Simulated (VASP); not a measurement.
A run of VASP 6.6.1:

Contents of INCAR:

```
  PREC = Accurate
  ENCUT = 600
  EDIFF = 1E-7
  ISMEAR = -1
  SIGMA = 0.03
  LREAL = F
  LASPH = T
  NELM = 80
  ALGO = Normal
  ISIF = 3
  LWAVE = F
  LCHARG = F
  GGA = PS
  IBRION = 2
  NSW = 100
  EDIFFG = -0.01
```

File KPOINTS:

```
Automatic mesh
0
Gamma
  8 8 8
```

POSCAR

```
BiB
1.0
    0.0000000000      2.6768267881      2.6768267881
    2.6768267881      0.0000000000      2.6768267881
    2.6768267881      2.6768267881      0.0000000000
B Bi
1 1
Direct
    0.0000000000      0.0000000000      0.0000000000
    0.2500000000      0.2500000000      0.2500000000
```

Potentials or basis: VASP PAW PBE potentials, release 64 (B, Bi_d).

Launch:

```console
$ cat potpaw_PBE.64/B/POTCAR potpaw_PBE.64/Bi_d/POTCAR > POTCAR
$ mpirun -np 1 vasp_std > vasp.out
```

Hardware: 1 thread of Intel(R) Xeon(R) Platinum 8375C CPU @ 2.90GHz (Ice Lake), with other jobs on the host.

Task: How long does it take, and how much memory?

Result: It took 65 s on 1 thread of Intel(R) Xeon(R) Platinum 8375C CPU @ 2.90GHz (Ice Lake), with other jobs on the host, peak memory 0.18 GiB. Counts: scf iterations 35, k points 29, ion steps 3.
